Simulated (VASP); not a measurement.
Ta3NbAl16, 20 atoms in the cell. The typed cell holds 20 atoms: a = 7.040 Å, b = 7.040 Å, c = 7.040 Å, α = 80.92°, β = 80.92°, γ = 80.92°. 

- Program: VASP 6.6.1
- Task: relaxation of cell and atoms
- Functional: PBE
- Potentials or basis: VASP PAW PBE potentials, release 64 (Al, Nb_sv, Ta_pv)
- Cutoff: 600 eV
- k mesh: 2 × 2 × 2, shifted
- Occupations: gaussian, width 0.1 eV
- Spin: no spin polarisation
- Dipole correction: no
- Further INCAR settings: LREAL = Auto; ALGO = Normal; EDIFF = 1e-07; ISYM = 0; IBRION = 2; EDIFFG = -0.04; NSW = 70; ISIF = 3

Potentials or basis: VASP PAW PBE potentials, release 64 (Al, Nb_sv, Ta_pv).

Command:

```bash
$ cat potpaw_PBE.64/Al/POTCAR potpaw_PBE.64/Nb_sv/POTCAR potpaw_PBE.64/Ta_pv/POTCAR > POTCAR
$ mpirun -np 1 vasp_std > vasp.out
```

Hardware: 1 thread of AMD EPYC 9R45 96-Core Processor (Zen 5) (shared host).

Problem. Estimate the wall time of this run.

Solution. It took 57 min on 1 thread of AMD EPYC 9R45 96-Core Processor (Zen 5), with other jobs on the host, peak memory 0.47 GiB. Counts: scf iterations 546, k points 4, ion steps 50.
